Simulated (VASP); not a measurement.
Write the native input for VASP 6.6.1 that does the following.

```yaml
Task: single point
Functional: PBE
Potentials_or_basis: VASP PAW PBE potentials, release 64 (Mg, H)
Cutoff: 520 eV
k_mesh: 6 × 6 × 8
Occupations: gaussian, width 0.02 eV
Spin: no spin polarisation
Dipole_correction: no
Further_INCAR_settings: ALGO = Normal; EDIFF = 1e-06; NBANDS = 13
```

The structure of MgH2 lies in POSCAR:

```
MgH2
1.0
    4.5170125583      0.0000000000      0.0000000000
    0.0000000000      4.5170125583      0.0000000000
    0.0000000000      0.0000000000      3.0128675426
Mg H
2 4
Direct
    0.5000000000      0.5000000000      0.5000000000
    0.0000000000      0.0000000000      0.0000000000
    0.6956845851      0.6956845851      0.0000000000
    0.8043154149      0.1956845851      0.5000000000
    0.3043154149      0.3043154149      0.0000000000
    0.1956845851      0.8043154149      0.5000000000
```

These files were run (other wordings do the same):

INCAR

```
SYSTEM = MgH2
  PREC = Accurate
  ENCUT = 520
  EDIFF = 1E-6
  ISMEAR = 0
  SIGMA = 0.02
  LREAL = .False.
  LASPH = .True.
  NELM = 80
  ALGO = Normal
  ISIF = 2
  LWAVE = .False.
  LCHARG = .True.
  GGA = PE
  LELF = .True.
  LVHAR = .True.
  NBANDS = 13
```

KPOINTS

```
Automatic mesh
0
Gamma
  6 6 8
  0 0 0
```

Potentials or basis: VASP PAW PBE potentials, release 64 (Mg, H).

Run with:

```console
$ cat potpaw_PBE.64/Mg/POTCAR potpaw_PBE.64/H/POTCAR > POTCAR
$ mpirun -np 1 vasp_std > vasp.out
```

It gave:

```yaml
Pressure: -0.3 GPa
Largest_force: 0.003 eV/Å
Band_gap_on_the_k_mesh: 3.80 eV, indirect (least direct gap 4.55 eV)
```

Run time: 12 s on 1 thread of Intel(R) Xeon(R) 6975P-C (Granite Rapids) (shared host), peak memory 0.19 GiB.
